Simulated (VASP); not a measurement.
# SnO2 (P6_3/mmc) in VASP: further runs

The runs below take SnO2 through single point, with PBEsol.

All numbers are computed with VASP 6.6.1; they aren't measurements. Logs are shortened: lines on timing, memory, paths and dates and some standing lists are left out, and cuts for length are marked.

**1. The cell of the first run**

Symmetry: P6_3/mmc, No. 194, hexagonal system. The conventional cell has a = 3.176 Å, b = 3.176 Å, c = 10.608 Å, α = 90.00°, β = 90.00°, γ = 120.00°. Within 2.8 Å of Sn (site symmetry -3m) lie 6 O at 2.09 Å. Within 2.8 Å of O (site symmetry 3m) lie 3 Sn at 2.09 Å and 3 O at 2.71 Å.

**2. Single point, PBEsol**

INCAR

```
SYSTEM = SnO2
PREC = Accurate ; ENCUT = 520
EDIFF = 1E-6 ; ISMEAR = 1
SIGMA = 0.1 ; LREAL = .FALSE.
LASPH = .TRUE. ; NELM = 60
ALGO = Normal ; ISIF = 2
LWAVE = .FALSE. ; LCHARG = .FALSE.
GGA = PS ; NBANDS = 35
```

KPOINTS

```
regular mesh
0
G
  12 12 2
  0 0 0
```

POSCAR

```
SnO2
1.0
    3.1758138267      0.0000000000      0.0000000000
   -1.5879069134      2.7503311764      0.0000000000
    0.0000000000      0.0000000000     10.6076338138
Sn O
2 4
Direct
    0.0000000000      0.0000000000      0.5000000000
    0.0000000000      0.0000000000      0.0000000000
    0.6666666667      0.3333333333      0.4058600000
    0.6666666667      0.3333333333      0.0941400000
    0.3333333333      0.6666666667      0.5941400000
    0.3333333333      0.6666666667      0.9058600000
```

Potentials or basis: VASP PAW PBE potentials, release 64 (Sn_d, O).

Launch:

```bash
cat potpaw_PBE.64/Sn_d/POTCAR potpaw_PBE.64/O/POTCAR > POTCAR
mpirun -np 1 vasp_std > vasp.out
```

OUTCAR:

```text
SYSTEM = SnO2
   PREC = Accurate
   ENCUT = 520
   EDIFF = 1E-6
   ISMEAR = 1
   LREAL = .FALSE.
   LASPH = .TRUE.
   NELM = 60
   ISIF = 2
   GGA = PS

 ion  position               nearest neighbor table
   1  0.000  0.000  0.500-   5 2.09   3 2.09   5 2.09   3 2.09   3 2.09   5 2.09
   2  0.000  0.000  0.000-   6 2.09   4 2.09   6 2.09   4 2.09   4 2.09   6 2.09
   3  0.667  0.333  0.406-   1 2.09   1 2.09   1 2.09
   4  0.667  0.333  0.094-   2 2.09   2 2.09   2 2.09
   5  0.333  0.667  0.594-   1 2.09   1 2.09   1 2.09
   6  0.333  0.667  0.906-   2 2.09   2 2.09   2 2.09

  LATTYP: Found a hexagonal cell.
 ALAT       =     3.1758138267
 C/A-ratio  =     3.3401308744

  Lattice vectors:

 A1 = (   3.1758138267,   0.0000000000,   0.0000000000)
 A2 = (  -1.5879069134,   2.7503311764,   0.0000000000)
 A3 = (   0.0000000000,   0.0000000000,  10.6076338138)

Analysis of symmetry for initial positions (statically):
=====================================================================
 Subroutine PRICEL returns:
 Original cell was already a primitive cell.

 Routine SETGRP: Setting up the symmetry group for a
 hexagonal supercell.

 Subroutine GETGRP returns: Found 24 space group operations
 (whereof 12 operations were pure point group operations)
 out of a pool of 24 trial point group operations.

The static configuration has the point symmetry D_3d.
 The point group associated with its full space group is D_6h.

Analysis of symmetry for dynamics (positions and initial velocities):
=====================================================================
 Subroutine PRICEL returns:
 Original cell was already a primitive cell.

 Routine SETGRP: Setting up the symmetry group for a
 hexagonal supercell.

 Subroutine GETGRP returns: Found 24 space group operations
 (whereof 12 operations were pure point group operations)
 out of a pool of 24 trial point group operations.

The dynamic configuration has the point symmetry D_3d.
 The point group associated with its full space group is D_6h.

 Subroutine INISYM returns: Found 24 space group operations
 (whereof 12 operations are pure point group operations),
 and found     1 'primitive' translations

----------------------------------------------------------------------------------------

                                     Primitive cell

  volume of cell :      92.6528

  direct lattice vectors                    reciprocal lattice vectors
     3.175813827  0.000000000  0.000000000     0.314879919  0.181796289  0.000000000
    -1.587906913  2.750331176  0.000000000     0.000000000  0.363592577  0.000000000
     0.000000000  0.000000000 10.607633814     0.000000000  0.000000000  0.094271731

  length of vectors
     3.175813827  3.175810124 10.607633814     0.363592153  0.363592577  0.094271731

  position of ions in fractional coordinates (direct lattice)
     0.000000000  0.000000000  0.500000000
     0.000000000  0.000000000  0.000000000
     0.666666667  0.333333333  0.405860000
     0.666666667  0.333333333  0.094140000
     0.333333333  0.666666667  0.594140000
     0.333333333  0.666666667  0.905860000

  ion indices of the primitive-cell ions
   primitive index   ion index
                 1           1
                 2           2
                 3           3
                 4           4
                 5           5
                 6           6

----------------------------------------------------------------------------------------

 KPOINTS: regular mesh

Automatic generation of k-mesh.
 Grid dimensions read from file:
 generate k-points for:   12   12    2

 Generating k-lattice:

  Cartesian coordinates                     Fractional coordinates (reciprocal lattice)
     0.026239993  0.015149691  0.000000000     0.083333333  0.000000000  0.000000000
     0.000000000  0.030299381  0.000000000     0.000000000  0.083333333  0.000000000
     0.000000000  0.000000000  0.047135865     0.000000000  0.000000000  0.500000000

  Length of vectors
     0.030299346  0.030299381  0.047135865

  Shift w.r.t. Gamma in fractional coordinates (k-lattice)
     0.000000000  0.000000000  0.000000000

 Subroutine IBZKPT returns following result:
 ===========================================

 Found     38 irreducible k-points:

 Following reciprocal coordinates:
            Coordinates               Weight
  0.000000  0.000000  0.000000      1.000000
  0.083333  0.000000  0.000000      6.000000
  0.166667  0.000000  0.000000      6.000000
  0.250000  0.000000  0.000000      6.000000
  0.333333  0.000000  0.000000      6.000000
  0.416667  0.000000  0.000000      6.000000
[... 16 lines left out ...]
  0.250000  0.000000  0.500000      6.000000
  0.333333  0.000000  0.500000      6.000000
 [... further k-points ...]
   k-points           NKPTS =     38   k-points in BZ     NKDIM =     38   number of bands    NBANDS=     35
   number of dos      NEDOS =    301   number of ions     NIONS =      6
   total plane-waves  NPLWV =  46080
   dimension x,y,z NGX =    24 NGY =   24 NGZ =   80
   dimension x,y,z NGXF=    48 NGYF=   48 NGZF=  160
   ions per type =               2   4
   NGX,Y,Z   is equivalent  to a cutoff of  12.56, 12.56, 12.54 a.u.
   NGXF,Y,Z  is equivalent  to a cutoff of  25.13, 25.13, 25.08 a.u.
 SYSTEM =  SnO2
   PREC   = accura    normal or accurate (medium, high low for compatibility)
   ISTART =      0    job   : 0-new  1-cont  2-samecut
   ICHARG =      2    charge: 1-file 2-atom 10-const
   ISPIN  =      1    spin polarized calculation?
   LNONCOLLINEAR =      F non collinear calculations
   LSORBIT =      F    spin-orbit coupling
   LASPH  =      T    aspherical Exc in radial PAW
   ENCUT  =  520.0 eV  38.22 Ry    6.18 a.u.   5.90  5.90 19.72*2*pi/ulx,y,z
   NELM   =     60;   NELMIN=  2; NELMDL= -5     # of ELM steps
   EDIFF  = 0.1E-05   stopping-criterion for ELM
   LREAL  =      F    real-space projection
   EDIFFG = 0.1E-04   stopping-criterion for IOM
   NSW    =      0    number of steps for IOM
   IBRION =     -1    ionic relax: 0-MD 1-quasi-New 2-CG
   NFREE  =      0    steps in history (QN), initial steepest desc. (CG)
   ISIF   =      2    stress and relaxation
   ISYM   =      2    0-nonsym 1-usesym 2-fastsym
   POTIM  = 0.5000    time-step for ionic-motion
   TEBEG  =    0.0;   TEEND  =   0.0 temperature during run
   PSTRESS=    0.0 pullay stress
   NELECT =      52.0000    total number of electrons
   NUPDOWN=      -1.0000    fix difference up-down
   EMIN   =  10.00;   EMAX   =-10.00  energy-range for DOS
   EFERMI =   0.00;   METHOD = LEGACY
   ISMEAR =     1;   SIGMA  =   0.10  broadening in eV -4-tet -1-fermi 0-gaus
   EFERMI_NEDOS =   21; number of points for ismear=-14 and -15
   IALGO  =     38    algorithm
   IMIX   =      4    mixing-type and parameters
     AMIX     =   0.40;   BMIX     =  1.00
     AMIX_MAG =   1.60;   BMIX_MAG =  1.00
  volume/ion in A,a.u.               =      15.44       104.21
  Fermi-wavevector in a.u.,A,eV,Ry     =   1.350381  2.551851 24.810629  1.823530
  Thomas-Fermi vector in A             =   2.477890
   LORBIT       =      0    0 simple, 1 ext, 2 COOP (PROOUT), +10 PAW based schemes
   GGA     = PS    functional components
   LHFCALC =     F    Hartree Fock is set to
   AEXX    =    0.0000 exact exchange contribution
   IVDW    =     0    specifies the selected vdW correction
   LEPSILON=     F    determine dielectric tensor
   LRPA    =     F    only Hartree local field effects (RPA)
 non-spin polarized calculation
 Methfessel and Paxton  Order N= 1 SIGMA  =   0.10
  energy-cutoff  :      520.00
  volume of cell :       92.65
 maximum number of plane-waves:      2526
 NGX is ok and might be reduce to    24
   NGX = 11   NGY = 11   NGZ = 39

 number of electron      51.9999987 magnetization

 Free energy of the ion-electron system (eV)
  ---------------------------------------------------
  ext. energy  EPLUGINS =         0.00000000
  ---------------------------------------------------
  free energy    TOTEN  =       -38.52248260 eV

  energy without entropy =      -38.52620823  energy(sigma->0) =      -38.52372448

 E-fermi :   2.4915     XC(G=0):  -9.5938

 val. band max:        2.4490819521   @ k =   0.2500   0.2500   0.0000
 cond. band min:       4.8067728543   @ k =   0.0000   0.0000   0.0000
 fundamental gap:      2.3576909021
 Fermi energy:         2.4914664546

 k-point     1 :       0.0000    0.0000    0.0000
  band No.  band energies     occupation
      1     -17.5328      2.00000
      2     -17.5310      2.00000
      3     -17.2150      2.00000
      4     -17.2150      2.00000
      5     -17.2149      2.00000
      6     -17.2149      2.00000
[... 27 lines left out ...]
     34      13.8817      0.00000
     35      13.9294      0.00000

 k-point     2 :       0.0833    0.0000    0.0000
  band No.  band energies     occupation
      1     -17.4949      2.00000
      2     -17.4932      2.00000
      3     -17.2842      2.00000
      4     -17.2835      2.00000
      5     -17.1971      2.00000
      6     -17.1971      2.00000
[... 27 lines left out ...]
     34      13.8335      0.00000
     35      14.0380      0.00000

 k-point     3 :       0.1667    0.0000    0.0000
  band No.  band energies     occupation
      1     -17.5260      2.00000
      2     -17.5241      2.00000
      3     -17.3401      2.00000
      4     -17.3390      2.00000
      5     -17.1526      2.00000
      6     -17.1525      2.00000
[... 27 lines left out ...]
     34      13.8207      0.00000
     35      14.4766      0.00000
[... 723 lines left out ...]
 k-point    23 :       0.2500    0.0000    0.5000
  band No.  band energies     occupation
      1     -17.7575      2.00000
      2     -17.7575      2.00000
      3     -17.2202      2.00000
      4     -17.2202      2.00000
      5     -17.1095      2.00000
      6     -17.1095      2.00000
[... 27 lines left out ...]
     34      13.8205      0.00000
     35      14.9625      0.00000

 k-point    24 :       0.3333    0.0000    0.5000
  band No.  band energies     occupation
      1     -17.9725      2.00000
      2     -17.9725      2.00000
      3     -17.1544      2.00000
      4     -17.1544      2.00000
      5     -17.0935      2.00000
      6     -17.0935      2.00000
[... 27 lines left out ...]
     34      14.0710      0.00000
     35      15.0066      0.00000

 [... further k-points ...]
[... 5 lines left out ...]
  --------------------------------------------------------------------------------------
  -------------------------------------------------------------------------------------
  Total        2.0422555      2.0422492      1.3028015     -0.0000000     -0.0000000     -0.0000000
  in kB       35.3152366     35.3151268     22.5283969     -0.0000000     -0.0000000     -0.0000000
  external PRESSURE =      31.0529201 kB  Pullay stress =       0.0000000 kB

 VOLUME and BASIS-vectors are now :
 -----------------------------------------------------------------------------
  energy-cutoff  :      520.00
  volume of cell :       92.65
      direct lattice vectors                 reciprocal lattice vectors
     3.175813827  0.000000000  0.000000000     0.314879919  0.181796289  0.000000000
    -1.587906913  2.750331176  0.000000000     0.000000000  0.363592577  0.000000000
     0.000000000  0.000000000 10.607633814     0.000000000  0.000000000  0.094271731

 POSITION                                       TOTAL-FORCE (eV/Angst)
 -----------------------------------------------------------------------------------
      0.00000      0.00000      5.30382        -0.000000     -0.000000      0.000000
      0.00000      0.00000      0.00000        -0.000000     -0.000000      0.000000
      1.58791      0.91678      4.30521        -0.000000      0.000000     -0.244394
      1.58791      0.91678      0.99860        -0.000000      0.000000      0.244394
     -0.00000      1.83355      6.30242         0.000000     -0.000000      0.244394
     -0.00000      1.83355      9.60903         0.000000     -0.000000     -0.244394
 -----------------------------------------------------------------------------------
    total drift:                               -0.000000      0.000000      0.000000

  FREE ENERGIE OF THE ION-ELECTRON SYSTEM (eV)
  ---------------------------------------------------
  free  energy   TOTEN  =       -38.5224825999 eV

  energy  without entropy=      -38.5262082324  energy(sigma->0) =      -38.52372448
```

It took 40 s on 1 thread of Intel Xeon 6975P-C (Granite Rapids), shared host; peak memory 0.25 GiB.

What came out:

- Free energy: -38.5225 eV
- Pressure: 3.1 GPa
- Largest force: 0.244 eV/Å
- Band gap on the k mesh: 2.36 eV, indirect (least direct gap 2.85 eV)

Forces in eV/Å, atoms in the order of the input:
```
Sn   0.000  0.000  0.000
Sn   0.000  0.000  0.000
O    0.000  0.000 -0.244
O    0.000  0.000  0.244
O    0.000  0.000  0.244
O    0.000  0.000 -0.244
```

Stress tensor (GPa, compression positive):
```
3.53 0.00 0.00
0.00 3.53 0.00
0.00 0.00 2.25
```

Caveat: the PAW data sets were made with another functional, which shifts forces and pressure a little; spin-orbit coupling is left out, which moves the levels of the heavy elements.

**3. Single point, PBEsol**

This run uses another cell than the first one, of 15.85 Å³/atom, 1.026 times its volume.

INCAR

```
SYSTEM = SnO2
  PREC = Accurate
  ENCUT = 520
  EDIFF = 1E-7
  ISMEAR = 1
  SIGMA = 0.1
  LREAL = .False.
  LASPH = .True.
  NELM = 60
  ALGO = Normal
  ISIF = 2
  LWAVE = .False.
  LCHARG = .False.
  GGA = PS
  NBANDS = 35
```

KPOINTS

```
regular mesh
0
Gamma
  12 12 2
  0 0 0
```

POSCAR, as its differences from that of step 2:

```diff
@@ -2,5 +2,5 @@
 1.0
-    3.1758138267      0.0000000000      0.0000000000
-   -1.5879069134      2.7503311764      0.0000000000
-    0.0000000000      0.0000000000     10.6076338138
+    3.2034309853      0.0000000000      0.0000000000
+   -1.6017154927      2.7742483002      0.0000000000
+    0.0000000000      0.0000000000     10.6998787380
 Sn O
```

Potentials or basis: VASP PAW PBE potentials, release 64 (Sn_d, O).

Launch:

```bash
cat potpaw_PBE.64/Sn_d/POTCAR potpaw_PBE.64/O/POTCAR > POTCAR
mpirun -np 1 vasp_std > vasp.out
```

OUTCAR:

```text
SYSTEM = SnO2
   PREC = Accurate
   ENCUT = 520
   EDIFF = 1E-7
   ISMEAR = 1
   LREAL = .False.
   LASPH = .True.
   NELM = 60
   ISIF = 2
   GGA = PS

 ion  position               nearest neighbor table
   1  0.000  0.000  0.500-   5 2.11   3 2.11   5 2.11   3 2.11   3 2.11   5 2.11
   2  0.000  0.000  0.000-   6 2.11   4 2.11   6 2.11   4 2.11   4 2.11   6 2.11
   3  0.667  0.333  0.406-   1 2.11   1 2.11   1 2.11
   4  0.667  0.333  0.094-   2 2.11   2 2.11   2 2.11
   5  0.333  0.667  0.594-   1 2.11   1 2.11   1 2.11
   6  0.333  0.667  0.906-   2 2.11   2 2.11   2 2.11

  LATTYP: Found a hexagonal cell.
 ALAT       =     3.2034309853
 C/A-ratio  =     3.3401308744

  Lattice vectors:

 A1 = (   3.2034309853,   0.0000000000,   0.0000000000)
 A2 = (  -1.6017154927,   2.7742483002,   0.0000000000)
 A3 = (   0.0000000000,   0.0000000000,  10.6998787380)

Analysis of symmetry for initial positions (statically):
=====================================================================
 Subroutine PRICEL returns:
 Original cell was already a primitive cell.

 Routine SETGRP: Setting up the symmetry group for a
[... 175 lines left out ...]
  free energy    TOTEN  =       -38.54365268 eV

  energy without entropy =      -38.54765945  energy(sigma->0) =      -38.54498827

 E-fermi :   2.2563     XC(G=0):  -9.4693

 val. band max:        2.2137848669   @ k =   0.2500   0.2500   0.0000
 cond. band min:       4.4100410380   @ k =   0.0000   0.0000   0.0000
 fundamental gap:      2.1962561711
 Fermi energy:         2.2562762654

 k-point     1 :       0.0000    0.0000    0.0000
  band No.  band energies     occupation
      1     -17.7386      2.00000
      2     -17.7374      2.00000
      3     -17.4747      2.00000
      4     -17.4747      2.00000
      5     -17.4747      2.00000
      6     -17.4747      2.00000
[... 901 lines left out ...]
     34      13.7193      0.00000
     35      14.6143      0.00000

 [... further k-points ...]
[... 5 lines left out ...]
  --------------------------------------------------------------------------------------
  -------------------------------------------------------------------------------------
  Total       -0.5673143     -0.5673125      0.0269968      0.0000000      0.0000000      0.0000000
  in kB       -9.5586098     -9.5585801      0.4548651      0.0000000      0.0000000      0.0000000
  external PRESSURE =      -6.2207750 kB  Pullay stress =       0.0000000 kB

 VOLUME and BASIS-vectors are now :
 -----------------------------------------------------------------------------
  energy-cutoff  :      520.00
  volume of cell :       95.09
      direct lattice vectors                 reciprocal lattice vectors
     3.203430985  0.000000000  0.000000000     0.312165302  0.180229001  0.000000000
    -1.601715493  2.774248300  0.000000000     0.000000000  0.360458002  0.000000000
     0.000000000  0.000000000 10.699878738     0.000000000  0.000000000  0.093459003

 POSITION                                       TOTAL-FORCE (eV/Angst)
 -----------------------------------------------------------------------------------
      0.00000      0.00000      5.34994         0.000000      0.000000      0.000000
      0.00000      0.00000      0.00000         0.000000      0.000000      0.000000
      1.60172      0.92475      4.34265        -0.000000     -0.000000      0.062169
      1.60172      0.92475      1.00729         0.000000      0.000000     -0.062169
     -0.00000      1.84950      6.35723         0.000000      0.000000     -0.062169
     -0.00000      1.84950      9.69259        -0.000000     -0.000000      0.062169
 -----------------------------------------------------------------------------------
    total drift:                               -0.000000      0.000000      0.000000

  FREE ENERGIE OF THE ION-ELECTRON SYSTEM (eV)
  ---------------------------------------------------
  free  energy   TOTEN  =       -38.5436526773 eV

  energy  without entropy=      -38.5476594458  energy(sigma->0) =      -38.54498827
```

stdout:

```text
POSCAR found type information on POSCAR SnO
 POSCAR found :  2 types and       6 ions
 scaLAPACK will be used
 -----------------------------------------------------------------------------
|                                                                             |
|                                                                             |
|     You enforced a specific xc type in the INCAR file but a different       |
|     I HOPE YOU KNOW WHAT YOU ARE DOING!                                     |
|                                                                             |
 -----------------------------------------------------------------------------

 LDA part: xc-table for (Slater+PW92), standard interpolation
 POSCAR, INCAR and KPOINTS ok, starting setup
 FFT: planning ... GRIDC
 FFT: planning ... GRID_SOFT
 FFT: planning ... GRID
 WAVECAR not read
 entering main loop
```

Wall time 42 s (1 thread of Intel Xeon 6975P-C (Granite Rapids), shared host); peak memory 0.25 GiB.

Results:

```
Free energy            : -38.5437 eV
Pressure               : -0.6 GPa
Largest force          : 0.062 eV/Å
Band gap on the k mesh : 2.20 eV, indirect (least direct gap 2.64 eV)
```

Forces in eV/Å, atoms in the order of the input:
```
Sn   0.000  0.000  0.000
Sn   0.000  0.000  0.000
O    0.000  0.000  0.062
O    0.000  0.000 -0.062
O    0.000  0.000 -0.062
O    0.000  0.000  0.062
```

Stress tensor (GPa, compression positive):
```
-0.96  0.00  0.00
 0.00 -0.96  0.00
 0.00  0.00  0.05
```

Caveat: the PAW data sets were made with another functional, which shifts forces and pressure a little; spin-orbit coupling is left out, which moves the levels of the heavy elements. A k mesh can miss the band edges.

(Continued in part 2 of 2.)
